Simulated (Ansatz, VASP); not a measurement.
# GaCuSe2: VASP beside Ansatz

Contents of INCAR:

```
ALGO     = Normal         # electronic algorithm
EDIFF    = 1E-6           # SCF threshold, eV
ENCUT    = 520            # plane-wave cutoff, eV
GGA      = PE             # functional
ISIF     = 2              # what is computed and relaxed
ISMEAR   = -1             # smearing method
LASPH    = T              # aspherical terms in the spheres
LCHARG   = T              # write CHGCAR
LELF     = T              # ELF
LREAL    = F              # projectors in reciprocal space
LVHAR    = T            
LWAVE    = F              # write WAVECAR
NBANDS   = 26             # bands
NELM     = 60             # most SCF steps
PREC     = Accurate       # precision mode
SIGMA    = 0.02           # smearing width, eV
```

KPOINTS

```
k-points
0
Gamma
  6 6 4
```

The input POSCAR:

```
GaCuSe2
1.0
    3.9307077111      0.0000000000      0.0000000000
    0.0000000000      3.9307077111      0.0000000000
    0.0000000000      0.0000000000      5.6421421677
Cu Se Ga
1 2 1
Direct
    0.0000000000      0.0000000000      0.0000000000
    0.0000000000      0.5000000000      0.2427764291
    0.5000000000      0.0000000000      0.7572235709
    0.5000000000      0.5000000000      0.5000000000
```

Input for Ansatz:

```yaml
crystal:
  lattice:
    - [3.9307077111, 0.0, 0.0]
    - [0.0, 3.9307077111, 0.0]
    - [0.0, 0.0, 5.6421421677]
  atoms:
    - { symbol: Cu, position: [0.0, 0.0, 0.0] }
    - { symbol: Se, position: [0.0, 0.5, 0.2427764291] }
    - { symbol: Ga, position: [0.5, 0.5, 0.5] }
    - { symbol: Se, position: [0.5, 0.0, 0.7572235709] }
kpoints:
  mp_grid: { grid: [6, 6, 4] }
  band_path:
    path:
      - [[0.0, 0.0, 0.0], [0.0, 0.5, 0.0], [0.5, 0.5, 0.0], [0.0, 0.0, 0.0], [0.0, 0.0, 0.5], [0.0, 0.5, 0.5], [0.5, 0.5, 0.5], [0.0, 0.0, 0.5]]
      - [[0.0, 0.5, 0.0], [0.0, 0.5, 0.5]]
      - [[0.5, 0.5, 0.0], [0.5, 0.5, 0.5]]
    npoints: 10
hamiltonian:
  xc: pbe
scf:
  occupations: { method: fermi_dirac, width: 0.02 }
  n_extra_bands: 5
output:
  forces: true
  stress: true
  eigenvalues: true
```

Alike in both runs: task single point; functional PBE; k mesh 6 × 6 × 4; occupations fermi-dirac, width 0.02 eV; no spin polarisation.

```csv
,VASP,Ansatz
version,VASP 6.6.1,Ansatz 0.2.0
potentials or method,"VASP PAW PBE potentials, release 64 (Cu, Se, Ga_d)","plane waves, PAW"
plane-wave cutoff (eV),520,420
valence electrons in the cell,36,64
```

|  | VASP | Ansatz | Ansatz less VASP |
| --- | --- | --- | --- |
| pressure (GPa) | 2.8 | 2.6 | -0.20 |
| rms of the force components (eV/Å) | 0.063 | 0.068 | +0.0051 |

VASP's potentials hold 36 valence electrons a cell and Ansatz's 64, so a difference there can come from the potentials and not from the codes.
